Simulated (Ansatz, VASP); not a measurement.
# One calculation of SrTe, two programs

```
Sr Te
1.0
     0.00000    3.35276    3.35276
     3.35276    0.00000    3.35276
     3.35276    3.35276    0.00000
Sr Te
1 1
Direct
  0.00000 0.00000 0.00000
  0.50000 0.50000 0.50000
```

Alike in both runs: task single point; functional r2SCAN; k mesh 4 × 4 × 4; no spin polarisation.

|  | VASP | Ansatz |
| --- | --- | --- |
| version | VASP 6.6.1 | Ansatz 0.2.0 |
| potentials or method | VASP PAW PBE potentials, release 64 (Sr_sv, Te) | plane waves |
| plane-wave cutoff (eV) | 550 | 500 |
| occupations | gaussian, width 0.01 eV | fixed |
| valence electrons in the cell | 16 | 26 |

VASP gave:

```
gap on the k mesh at the Fermi level (eV) : 2.14
pressure (GPa)                            : 0.2
```

Which values does Ansatz return?

gap on the k mesh at the Fermi level (eV): 2.16; pressure (GPa): 0.1.

VASP's potentials were made for PBE, not for r2SCAN. VASP's potentials hold 16 valence electrons a cell and Ansatz's 26, so a difference there can come from the potentials and not from the codes.

Neither program's run includes spin-orbit coupling.
